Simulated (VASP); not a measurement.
Cd, 2 atoms in the cell. It takes space group P6_3/mmc (No. 194, hexagonal). Conventional cell: a = 2.962 Å, b = 2.962 Å, c = 5.797 Å, α = 90.00°, β = 90.00°, γ = 120.00°. Within 3.9 Å of Cd (site symmetry -6m2) lie 12 Cd at 2.96 to 3.37 Å. 

* Program: VASP 6.6.1
* Task: single point
* Functional: r2SCAN
* Potentials or basis: VASP PAW PBE potentials, release 64 (Cd)
* Cutoff: 520 eV
* k mesh: 24 × 24 × 10
* Occupations: gaussian, width 0.1 eV
* Spin: no spin polarisation
* Dipole correction: no
* Further INCAR settings: ALGO = Normal; EDIFF = 1e-06; NBANDS = 19

Potentials or basis: VASP PAW PBE potentials, release 64 (Cd).

Command:

```bash
$ cat potpaw_PBE.64/Cd/POTCAR > POTCAR
$ cp INCAR.step1 INCAR
$ mpirun -np 1 vasp_std > vasp.out
$ cp INCAR.step2 INCAR
$ mpirun -np 1 vasp_std > vasp.out
```

Hardware: 1 thread of Intel Xeon 8259CL (shared host).

Question: Estimate the wall time of this run.

Answer: It took 10 min on 1 thread of Intel Xeon 8259CL (shared host), peak memory 0.37 GiB. Counts: k points 366.
